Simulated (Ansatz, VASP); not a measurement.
# Two plane-wave programs on Cu

```
CELL_PARAMETERS angstrom
1.21846 -3.97638 0.00000
1.21846 3.97638 0.00000
0.00000 0.00000 2.47550
ATOMIC_POSITIONS crystal
Cu 0.13387 0.86613 0.25000
Cu 0.86613 0.13387 0.75000
```

Alike in both runs: task relaxation of cell and atoms; functional PBEsol; k mesh 18 × 18 × 16; occupations gaussian, width 0.1 eV; no spin polarisation.

|  | VASP | Ansatz |
| --- | --- | --- |
| version | VASP 6.6.1 | Ansatz 0.2.0 |
| potentials or method | VASP PAW PBE potentials, release 64 (Cu), cutoff 600 eV | scalar-relativistic, plane waves, PAW |
| valence electrons in the cell | 22 | 38 |

```csv
,VASP,Ansatz,Ansatz less VASP
"gap on the k mesh at the Fermi level, each at its own relaxed structure (eV)",none,none,-
relaxed volume (Å³/atom),11.91,11.87,-0.035
relaxed length of the cell vector where the two differ most in proportion (Å),2.471,2.468,-0.0038
```

VASP's potentials were made for PBE, not for PBEsol. A gap of «none» marks a metal or a gap that the smearing closes. VASP's potentials hold 22 valence electrons a cell and Ansatz's 38, so a difference there can come from the potentials and not from the codes.
